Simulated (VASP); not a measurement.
Crystal: Ga2Ge2O3.

```
Ga Ge O
1.0
    -3.66000    3.66000    3.66000
     3.66000   -3.66000    3.66000
     3.66000    3.66000   -3.66000
Ga Ge O
4 4 6
Direct
  0.50000 0.00000 0.05000
  0.05000 0.50000 0.00000
  0.00000 0.05000 0.50000
  0.45000 0.45000 0.45000
  0.97000 0.97000 0.97000
  0.00000 0.53000 0.50000
  0.50000 0.00000 0.53000
  0.53000 0.50000 0.00000
  0.25000 0.00000 0.25000
  0.25000 0.50000 0.75000
  0.75000 0.25000 0.50000
  0.25000 0.25000 0.00000
  0.50000 0.75000 0.25000
  0.00000 0.25000 0.25000
```

```yaml
Program: VASP 6.6.1
Task: relaxation of cell and atoms
Functional: PBE
Potentials_or_basis: VASP PAW PBE potentials, release 64 (Ga_d, Ge_d, O)
Cutoff: 800 eV
k_mesh: 3 × 3 × 3
Occupations: gaussian, width 0.15 eV
Spin: no spin polarisation
```

At the start: pressure 11.5 GPa; volume 14.01 Å³/atom.

Problem. Where does the relaxation end?

Solution. Over 27 steps the energy falls by 263.9 meV/atom and the volume is 22.67 Å³/atom (+61.9 %); space group I2_13 (No. 199, to 0.1 Å) before and after.

The path:
| step | energy change (eV) | largest force (eV/Å) | pressure (GPa) | volume (Å³) |
| --- | --- | --- | --- | --- |
| 1 | 0.0000 | 0.4363 | 11.47 | 196.11 |
| 2 | -0.9402 | 2.1899 | -1.29 | 225.99 |
| 3 | -0.9415 | 2.1264 | -0.86 | 224.57 |
| 4 | -1.6796 | 1.2411 | -0.19 | 236.25 |
| 5 | -2.0023 | 0.2923 | 0.83 | 248.36 |
| 6 | -2.0120 | 0.3529 | 1.09 | 251.10 |
| 7 | -2.0828 | 0.3444 | -0.54 | 260.04 |
| 8 | -2.0904 | 0.3464 | -1.15 | 263.85 |
| 9 | -2.1599 | 0.3396 | -0.75 | 265.61 |
| 10 | -2.2530 | 0.5183 | 0.41 | 270.45 |
| 11 | -2.3197 | 0.2963 | -0.30 | 273.84 |
| 12 | -2.3635 | 0.3606 | -1.43 | 279.52 |
| 13 | -2.4083 | 0.4055 | -1.14 | 279.27 |
| 14 | -2.5142 | 0.5289 | -0.30 | 278.51 |
| 15 | -2.6618 | 0.6911 | 1.04 | 276.99 |
| 16 | -2.8501 | 0.9978 | 1.65 | 273.96 |
| 17 | -2.9348 | 1.0237 | 1.62 | 275.43 |
| 18 | -3.1017 | 1.1226 | 1.25 | 279.85 |
| 19 | -3.1093 | 1.1659 | 0.99 | 281.75 |
| 20 | -3.2450 | 0.8820 | 1.32 | 284.73 |
| 21 | -3.4782 | 0.6798 | 2.32 | 293.80 |
| 22 | -3.4940 | 0.8097 | 2.68 | 297.12 |
| 23 | -3.6394 | 0.4143 | 0.75 | 309.33 |
| 24 | -3.6597 | 0.2400 | -0.19 | 316.32 |
| 25 | -3.6748 | 0.1857 | -0.03 | 316.17 |
| 26 | -3.6874 | 0.2224 | 0.32 | 315.86 |
| 27 | -3.6940 | 0.0452 | -0.19 | 317.45 |

Final structure:
```xyz
14
Lattice="-4.2974 4.2974 4.2974 4.2974 -4.2974 4.2974 4.2974 4.2974 -4.2974" Properties=species:S:1:pos:R:3 pbc="T T T"
Ga    2.1090    6.4064   -2.1090
Ga   -2.1090    2.1090    6.4064
Ga    6.4064   -2.1090    2.1090
Ga    2.1884    2.1884    2.1884
Ge    0.5093    0.5093    0.5093
Ge   -0.5093    4.8066    3.7881
Ge   -0.5093    3.7881    0.5093
Ge    4.8066    3.7881   -0.5093
O     0.0000    2.1487    1.4501
O     4.2974    2.1487   -1.4501
O    -1.4501    4.2974    2.1487
O     1.4501    0.0000    2.1487
O     2.1487   -1.4501    4.2974
O     2.1487    1.4501    0.0000
```

Caveat: the volume moved by over 15 % at a fixed basis, so the end points are rough; the relaxation stopped at a loose force limit of 0.08 eV/Å, so its end isn't a converged minimum.
